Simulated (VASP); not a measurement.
Write the native input for VASP 6.6.1 that does the following.

| Property | Result |
| --- | --- |
| Task | single point |
| Functional | LDA |
| Potentials or basis | VASP PAW LDA potentials, release 64 (Zn, O) |
| Cutoff | 520 eV |
| k mesh | 9 × 9 × 4 |
| Occupations | fermi-dirac, width 0.05 eV |
| Spin | no spin polarisation |
| Dipole correction | no |
| Further INCAR settings | ALGO = Normal; EDIFF = 1e-06; NBANDS = 26 |

The structure of ZnO lies in POSCAR:

```
ZnO
1.0
    3.3312348463      0.0000000000      0.0000000000
   -1.6656174231      2.8849340028      0.0000000000
    0.0000000000      0.0000000000      7.2242737071
Zn O
2 2
Direct
    0.0000000000      0.0000000000      0.2500000000
    0.0000000000      0.0000000000      0.7500000000
    0.6666666667      0.3333333333      0.7500000000
    0.3333333333      0.6666666667      0.2500000000
```

The input as run:

INCAR

```
SYSTEM = ZnO
ALGO = Normal
EDIFF = 1E-6
ENCUT = 520
GGA = CA
ISIF = 2
ISMEAR = -1
LASPH = .True.
LCHARG = .False.
LREAL = .False.
LWAVE = .False.
NBANDS = 26
NELM = 60
PREC = Accurate
SIGMA = 0.05
```

KPOINTS

```
k-points
0
Gamma
  9 9 4
  0 0 0
```

Potentials or basis: VASP PAW LDA potentials, release 64 (Zn, O).

Command:

```bash
$ cat potpaw_LDA.64/Zn/POTCAR potpaw_LDA.64/O/POTCAR > POTCAR
$ mpirun -np 1 vasp_std > vasp.out
```

Results of the run:

```
Pressure               : -10.2 GPa
Band gap on the k mesh : 0.75 eV
```

Caveat: the cell stands under tension; an odd mesh through Γ misses points on the zone boundary, where band edges can lie.

Run time: 110 s on 1 thread of Intel Xeon 8259CL, on a shared host, peak memory 0.2 GiB.
